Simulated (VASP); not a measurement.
Wanted: the native input for a VASP 6.6.1 run.

```yaml
Task: single point
Functional: PBE
Potentials_or_basis: VASP PAW PBE potentials, release 64 (Ta_pv, N)
Cutoff: 520 eV
k_mesh: 6 × 6 × 4
Occupations: gaussian, width 0.1 eV
Spin: no spin polarisation
Dipole_correction: no
Further_INCAR_settings: ALGO = Normal; EDIFF = 1e-06; NBANDS = 50
```

The structure of Ta2N lies in POSCAR:

```
Ta2N
1.0
    5.2965721900      0.0000000000      0.0000000000
   -2.6482860900      4.5869660700      0.0000000000
    0.0000000000      0.0000000000      4.9391827600
Ta N
6 3
Direct
    0.6663616700      0.6663616700      0.7536182400
    0.0000000000      0.3336383300      0.7536182400
    0.3336383300      0.0000000000      0.7536182400
    0.3336383300      0.3336383300      0.2463817600
    0.0000000000      0.6663616700      0.2463817600
    0.6663616700      0.0000000000      0.2463817600
    0.6666666700      0.3333333300      0.5000000000
    0.3333333300      0.6666666700      0.5000000000
    0.0000000000      0.0000000000      0.0000000000
```

The input as run:

INCAR

```
PREC = Accurate
ENCUT = 520
EDIFF = 1E-6
ISMEAR = 0
SIGMA = 0.1
LREAL = False
LASPH = True
NELM = 80
ALGO = Normal
ISIF = 2
LWAVE = False
LCHARG = False
GGA = PE
NBANDS = 50
```

KPOINTS

```
regular mesh
0
Gamma
  6 6 4
```

Potentials or basis: VASP PAW PBE potentials, release 64 (Ta_pv, N).

The run is started by

```bash
$ cat potpaw_PBE.64/Ta_pv/POTCAR potpaw_PBE.64/N/POTCAR > POTCAR
$ mpirun -np 1 vasp_std > vasp.out
```

Results of the run:

```json
{
  "Pressure": "3.3 GPa",
  "Largest force": "0.038 eV/Å"
}
```

Wall time 2.3 min on 1 thread of AMD EPYC 7R43 64-Core Processor (Zen 3) (shared host), peak memory 0.26 GiB.
